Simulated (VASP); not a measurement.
Set up this calculation in VASP 6.6.1, as the native input.

```
Task                   : single point
Functional             : r2SCAN
Potentials or basis    : VASP PAW PBE potentials, release 64 (Ta_sv_GW, N)
Cutoff                 : 660 eV
k mesh                 : 10 × 10 × 10
Occupations            : fermi-dirac, width 0.05 eV
Spin                   : no spin polarisation
Dipole correction      : no
Second run             : valence_matched
Further INCAR settings : ALGO = Normal; EDIFF = 1e-06; NBANDS = 16
```

The system is TaN.

```
Ta N
1.0
     0.00000    2.16618    2.16618
     2.16618    0.00000    2.16618
     2.16618    2.16618    0.00000
Ta N
1 1
Direct
  0.50000 0.50000 0.50000
  0.00000 0.00000 0.00000
```

These files were run (other wordings do the same):

POSCAR

```
TaN
1.0
    0.0000000000      2.1661812927      2.1661812927
    2.1661812927      0.0000000000      2.1661812927
    2.1661812927      2.1661812927      0.0000000000
Ta N
1 1
Direct
    0.5000000000      0.5000000000      0.5000000000
    0.0000000000      0.0000000000      0.0000000000
```

INCAR.step1

```
SYSTEM = TaN
PREC = Accurate
ENCUT = 660
ISMEAR = -1
SIGMA = 0.05
LREAL = .FALSE.
LASPH = .TRUE.
NELM = 120
NBANDS = 16
GGA = PE
ALGO = Normal
EDIFF = 1E-5
LWAVE = .TRUE.
LCHARG = .FALSE.
GGA_COMPAT = .FALSE.
```

INCAR.step2

```
SYSTEM = TaN
PREC = Accurate
ENCUT = 660
EDIFF = 1E-6
ISMEAR = -1
SIGMA = 0.05
LREAL = .FALSE.
LASPH = .TRUE.
NELM = 120
ALGO = Normal
ISIF = 2
LWAVE = .FALSE.
LCHARG = .FALSE.
METAGGA = R2SCAN
LMIXTAU = .TRUE.
NBANDS = 16
ISTART = 1
GGA_COMPAT = .FALSE.
```

KPOINTS

```
regular mesh
0
G
  10 10 10
  0 0 0
```

Potentials or basis: VASP PAW PBE potentials, release 64 (Ta_sv_GW, N).

Launch:

```sh
$ cat potpaw_PBE.64/Ta_sv_GW/POTCAR potpaw_PBE.64/N/POTCAR > POTCAR
$ cp INCAR.step1 INCAR
$ mpirun -np 1 vasp_std > vasp.out
$ cp INCAR.step2 INCAR
$ mpirun -np 1 vasp_std > vasp.out
```

Results of the run:

```json
{
 "Pressure": "17.0 GPa",
 "Band gap on the k mesh": "zero (band 9 reaches 16.66 eV, above the bottom of band 10 at 12.29 eV)"
}
```

Caveat: the PAW data sets were made with another functional, which shifts forces and pressure a little; spin-orbit coupling is left out, which moves the levels of the heavy elements.

Run time: 40 s on 1 thread of Intel(R) Xeon(R) 6975P-C (Granite Rapids), on a shared host, peak memory 0.19 GiB.
